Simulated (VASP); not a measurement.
# ZnCd2O3 (P-3m1) in VASP: single point with PBE

Aim: the single point of ZnCd2O3 with PBE.

All numbers are computed with VASP 6.6.1; they aren't measurements. Logs are shortened: lines on timing, memory, paths and dates and some standing lists are left out, and cuts for length are marked.

## 1. The cell of the first run

The structure is trigonal, space group P-3m1 (No. 164). Conventional cell: a = 3.259 Å, b = 3.259 Å, c = 8.067 Å, α = 90.00°, β = 90.00°, γ = 120.00°. Zn (site symmetry -3m) has 6 O at 2.21 Å within 2.9 Å. Within 3.5 Å of Cd (site symmetry 3m) lie 6 O at 2.36 to 2.37 Å and 3 Zn at 3.22 Å and 9 Cd at 3.26 to 3.41 Å. O (site symmetry 3m) has 3 Zn at 2.21 Å and 3 Cd at 2.37 Å and 3 O at 2.99 Å within 3.0 Å. Within 3.1 Å of O (site symmetry -3m) lie 6 Cd at 2.36 Å.

## 2. Single point, PBE

The input, POSCAR:

```
ZnCd2O3
1.0
    3.2586238045      0.0000000000      0.0000000000
   -1.6293119023      2.8220509961      0.0000000000
    0.0000000000      0.0000000000      8.0669856000
Zn Cd O
1 2 3
Direct
    0.0000000000      0.0000000000      0.0000000000
    0.3333333333      0.6666666667      0.6762590000
    0.6666666667      0.3333333333      0.3237410000
    0.6666666667      0.3333333333      0.8557030000
    0.0000000000      0.0000000000      0.5000000000
    0.3333333333      0.6666666667      0.1442970000
```

The input, INCAR.step1:

```
  PREC = Accurate
  ENCUT = 520
  EDIFF = 1E-6
  ISMEAR = 0
  SIGMA = 0.1
  LREAL = False
  LASPH = True
  NELM = 100
  ALGO = Normal
  ISIF = 2
  LWAVE = False
  LCHARG = True
  GGA = PE
  NBANDS = 36
```

The input, KPOINTS.step1:

```
regular mesh
0
Gamma
  12 12 6
```

The input, INCAR.step2:

```
  PREC = Accurate
  ENCUT = 520
  EDIFF = 1E-6
  ISMEAR = -5
  SIGMA = 0.1
  LREAL = False
  LASPH = True
  NELM = 100
  ALGO = Normal
  ISIF = 2
  LWAVE = False
  LCHARG = False
  GGA = PE
  LORBIT = 10
  NEDOS = 1001
  ICHARG = 11
```

The input, KPOINTS.step2:

```
regular mesh
0
Gamma
  18 18 9
```

Potentials or basis: VASP PAW PBE potentials, release 64 (Zn, Cd, O).

On the command line:

```console
$ cat potpaw_PBE.64/Zn/POTCAR potpaw_PBE.64/Cd/POTCAR potpaw_PBE.64/O/POTCAR > POTCAR
$ cp INCAR.step1 INCAR
$ cp KPOINTS.step1 KPOINTS
$ mpirun -np 1 vasp_std > vasp.out
$ cp INCAR.step2 INCAR
$ cp KPOINTS.step2 KPOINTS
$ mpirun -np 1 vasp_std > vasp.out
```

OUTCAR:

```text
PREC = Accurate
   ENCUT = 520
   EDIFF = 1E-6
   ISMEAR = -5
   LREAL = False
   LASPH = True
   NELM = 100
   ISIF = 2
   GGA = PE
   LORBIT = 10
   ICHARG = 11

 ion  position               nearest neighbor table
   1  0.000  0.000  0.000-   4 2.21   6 2.21   4 2.21   6 2.21   4 2.21   6 2.21   2 3.22   3 3.22
                             2 3.22   3 3.22   3 3.22   2 3.22
   2  0.333  0.667  0.676-   5 2.36   5 2.36   5 2.36   4 2.37   4 2.37   4 2.37   1 3.22   1 3.22
                             1 3.22   3 3.41   3 3.41   3 3.41
   3  0.667  0.333  0.324-   5 2.36   5 2.36   5 2.36   6 2.37   6 2.37   6 2.37   1 3.22   1 3.22
                             1 3.22   2 3.41   2 3.41   2 3.41
   4  0.667  0.333  0.856-   1 2.21   1 2.21   1 2.21   2 2.37   2 2.37   2 2.37
   5  0.000  0.000  0.500-   2 2.36   3 2.36   3 2.36   2 2.36   3 2.36   2 2.36
   6  0.333  0.667  0.144-   1 2.21   1 2.21   1 2.21   3 2.37   3 2.37   3 2.37

  LATTYP: Found a hexagonal cell.
 ALAT       =     3.2586238045
 C/A-ratio  =     2.4755805162

  Lattice vectors:

 A1 = (   3.2586238045,   0.0000000000,   0.0000000000)
 A2 = (  -1.6293119023,   2.8220509961,   0.0000000000)
 A3 = (   0.0000000000,   0.0000000000,   8.0669856000)

Analysis of symmetry for initial positions (statically):
=====================================================================
 Subroutine PRICEL returns:
 Original cell was already a primitive cell.

 Routine SETGRP: Setting up the symmetry group for a
 hexagonal supercell.

 Subroutine GETGRP returns: Found 12 space group operations
 (whereof 12 operations were pure point group operations)
 out of a pool of 24 trial point group operations.

The static configuration has the point symmetry D_3d.

Analysis of symmetry for dynamics (positions and initial velocities):
=====================================================================
 Subroutine PRICEL returns:
 Original cell was already a primitive cell.

 Routine SETGRP: Setting up the symmetry group for a
 hexagonal supercell.

 Subroutine GETGRP returns: Found 12 space group operations
 (whereof 12 operations were pure point group operations)
 out of a pool of 24 trial point group operations.

The dynamic configuration has the point symmetry D_3d.

 Subroutine INISYM returns: Found 12 space group operations
 (whereof 12 operations are pure point group operations),
 and found     1 'primitive' translations

----------------------------------------------------------------------------------------

                                     Primitive cell
[... 116 lines left out ...]
   ISMEAR =    -5;   SIGMA  =   0.10  broadening in eV -4-tet -1-fermi 0-gaus
   EFERMI_NEDOS =   21; number of points for ismear=-14 and -15
   IALGO  =     38    algorithm
   IMIX   =      4    mixing-type and parameters
     AMIX     =   0.40;   BMIX     =  1.00
     AMIX_MAG =   1.60;   BMIX_MAG =  1.00
  volume/ion in A,a.u.               =      12.36        83.44
  Fermi-wavevector in a.u.,A,eV,Ry     =   1.472660  2.782925 29.507347  2.168729
  Thomas-Fermi vector in A             =   2.587648
   LORBIT       =     10    0 simple, 1 ext, 2 COOP (PROOUT), +10 PAW based schemes
   GGA     = PE    functional components
   LHFCALC =     F    Hartree Fock is set to
   AEXX    =    0.0000 exact exchange contribution
   IVDW    =     0    specifies the selected vdW correction
   LEPSILON=     F    determine dielectric tensor
   LRPA    =     F    only Hartree local field effects (RPA)
 non-spin polarized calculation
 Fermi weights with tetrahedron method with Bloechl corrections
  energy-cutoff  :      520.00
  volume of cell :       74.18
 maximum number of plane-waves:      2043

 number of electron      54.0000059 magnetization

 Free energy of the ion-electron system (eV)
  ---------------------------------------------------
  ext. energy  EPLUGINS =         0.00000000
  ---------------------------------------------------
  free energy    TOTEN  =       -23.88833094 eV

  energy without entropy =      -23.88833094  energy(sigma->0) =      -23.88833094

 E-fermi :   1.8790     XC(G=0): -11.6678

 val. band max:        1.8815202038   @ k =   0.0000   0.4444   0.4444
 cond. band min:       1.8627462106   @ k =   0.0000   0.0000   0.1111
 fundamental gap:     -0.0187739931
 Fermi energy:         1.8789867192

 k-point     1 :       0.0000    0.0000    0.0000
  band No.  band energies     occupation
      1     -15.5380      2.00000
      2     -14.9967      2.00000
      3     -14.7442      2.00000
      4      -5.4834      2.00000
      5      -5.2358      2.00000
      6      -5.2358      2.00000
[... 829 lines left out ...]
     31       8.6682      0.00000
     32       9.5440      0.00000

 [... further k-points ...]

------------------------ aborting loop because EDIFF is reached ----------------------------------------

  FORCE on cell =-STRESS in cart. coord.  units (eV):
  Direction    XX          YY          ZZ          XY          YZ          ZX
  --------------------------------------------------------------------------------------
  -------------------------------------------------------------------------------------
  Total        0.5620257      0.5620257      0.6069273     -0.0000000     -0.0000000      0.0000000
  in kB       12.1382597     12.1382597     13.1080138     -0.0000000     -0.0000000      0.0000000
  external PRESSURE =      12.4615111 kB  Pullay stress =       0.0000000 kB

 VOLUME and BASIS-vectors are now :
 -----------------------------------------------------------------------------
  energy-cutoff  :      520.00
  volume of cell :       74.18
      direct lattice vectors                 reciprocal lattice vectors
     3.258623804  0.000000000  0.000000000     0.306878014  0.177176104  0.000000000
    -1.629311902  2.822050996  0.000000000     0.000000000  0.354352207  0.000000000
     0.000000000  0.000000000  8.066985600     0.000000000  0.000000000  0.123962041

 POSITION                                       TOTAL-FORCE (eV/Angst)
 -----------------------------------------------------------------------------------
      0.00000      0.00000      0.00000        -0.000000      0.000000      0.000000
     -0.00000      1.88137      5.45537         0.000000      0.000000      0.003920
      1.62931      0.94068      2.61161        -0.000000      0.000000     -0.003920
      1.62931      0.94068      6.90294        -0.000000     -0.000000      0.044481
      0.00000      0.00000      4.03349        -0.000000      0.000000      0.000000
     -0.00000      1.88137      1.16404        -0.000000      0.000000     -0.044481
 -----------------------------------------------------------------------------------
    total drift:                                0.000000      0.000000      0.000000

  FREE ENERGIE OF THE ION-ELECTRON SYSTEM (eV)
  ---------------------------------------------------
  free  energy   TOTEN  =       -23.8883309415 eV

  energy  without entropy=      -23.8883309415  energy(sigma->0) =      -23.88833094

 total charge

# of ion       s       p       d       tot
------------------------------------------
    1        0.387   0.330   9.872  10.589
    2        0.334   0.253   9.650  10.236
    3        0.334   0.253   9.650  10.236
    4        1.570   3.360   0.000   4.930
    5        1.574   3.355   0.000   4.930
    6        1.570   3.360   0.000   4.930
--------------------------------------------------
tot          5.770  10.911  29.171  45.852
```

OUTCAR.step1:

```text
PREC = Accurate
   ENCUT = 520
   EDIFF = 1E-6
   ISMEAR = 0
   LREAL = False
[... 1176 lines left out ...]
      1.62931      0.94068      2.61161         0.000000     -0.000000     -0.003844
      1.62931      0.94068      6.90294         0.000000      0.000000      0.045200
      0.00000      0.00000      4.03349        -0.000000      0.000000      0.000000
     -0.00000      1.88137      1.16404         0.000000     -0.000000     -0.045200
 -----------------------------------------------------------------------------------
    total drift:                                0.000000      0.000000     -0.000000

  FREE ENERGIE OF THE ION-ELECTRON SYSTEM (eV)
  ---------------------------------------------------
  free  energy   TOTEN  =       -23.8881264144 eV

  energy  without entropy=      -23.8874920670  energy(sigma->0) =      -23.88780924
```

Run time: 4 min. Hardware: 1 thread of Intel Xeon 6975P-C (Granite Rapids), shared host; peak memory 0.67 GiB.

Results:

* Valence electrons inside the program's atomic spheres: Zn 10.59; Cd 10.24; O 4.93

Caveat: tetrahedron occupations give inexact forces and stress in metals.
